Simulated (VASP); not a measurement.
Crystal: SiO2.

```xyz
6
Lattice="-2.3740 2.3740 3.7440 2.3740 -2.3740 3.7440 2.3740 2.3740 -3.7440" Properties=species:S:1:pos:R:3 pbc="T T T"
Si    0.0000    0.0000    0.0000
Si    0.0000    2.3740    1.8720
O     1.1870    2.9599    2.8080
O     0.5858    1.1870    0.9360
O    -1.1870    1.7882    2.8080
O    -0.5858    3.5611    0.9360
```

Base run:

| Quantity | Value |
| --- | --- |
| Program | VASP 6.6.1 |
| Functional | PBEsol |
| Potentials or basis | VASP PAW PBE potentials, release 64 (Si, O) |
| Cutoff | 520 eV |
| k mesh | 4 × 4 × 4, shifted |
| Occupations | gaussian, width 0.02 eV |
| Spin | no spin polarisation |

Its results: band gap on the k mesh 6.32 eV, direct; pressure 1.6 GPa; largest force 0.026 eV/Å.

Question: After a change of settings the same cell gave: band gap on the k mesh 5.97 eV, direct; pressure 1.6 GPa; largest force 0.027 eV/Å. Which change was it?
A. k mesh from 4 × 4 × 4, shifted to 2 × 2 × 2, shifted
B. k mesh from 4 × 4 × 4, shifted to 8 × 8 × 8; further incar settings from ALGO = Normal; EDIFF = 1e-07; NBANDS = 25 to ALGO = Normal; EDIFF = 1e-06; NBANDS = 25
C. k mesh from 4 × 4 × 4, shifted to 6 × 6 × 6, shifted

Answer: B.

Caveats: the PAW data sets were made with another functional, which shifts forces and pressure a little.
